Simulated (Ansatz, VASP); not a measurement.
## MgCd3O4: VASP beside Ansatz

```
CELL_PARAMETERS angstrom
3.53785 -5.00328 0.00000
3.53785 5.00328 0.00000
0.00000 0.00000 3.53785
ATOMIC_POSITIONS crystal
Mg 0.50000 0.50000 0.50000
Cd 0.00000 0.50000 0.00000
Cd 0.00000 0.00000 0.50000
Cd 0.50000 0.00000 0.00000
O 0.75000 0.75000 0.00000
O 0.75000 0.25000 0.50000
O 0.25000 0.75000 0.50000
O 0.25000 0.25000 0.00000
```

Alike in both runs: task single point; functional PBE; k mesh 4 × 4 × 6; occupations gaussian, width 0.1 eV; collinear spin.

```csv
,VASP,Ansatz
version,VASP 6.6.1,Ansatz 0.2.0
potentials or method,"VASP PAW PBE potentials, release 64 (Mg, Cd, O), cutoff 520 eV","scalar-relativistic, plane waves, PAW"
valence electrons in the cell,62,94
```

VASP gave:

| Item | Value |
| --- | --- |
| gap on the k mesh at the Fermi level (eV) | none |
| pressure (GPa) | -16.0 |
| traceless stress, the component that is largest in VASP (GPa) | 0.10 |
| rms of the force components (eV/Å) | 0.265 |
| net moment per atom (μB) | 0.00 |

Q: Which values does Ansatz return?

A: gap on the k mesh at the Fermi level (eV): none; pressure (GPa): -16.3; traceless stress, the component that is largest in VASP (GPa): 0.10; rms of the force components (eV/Å): 0.251; net moment per atom (μB): 0.00.

Atom by atom the forces differ by 0.014 eV/Å (rms over components). A gap of «none» marks a metal or a gap that the smearing closes. With one functional, cell and mesh, what is left measures potentials, basis and numerics. VASP's potentials hold 62 valence electrons a cell and Ansatz's 94, so a difference there can come from the potentials and not from the codes. Ansatz's warnings: seeded moment not kept.
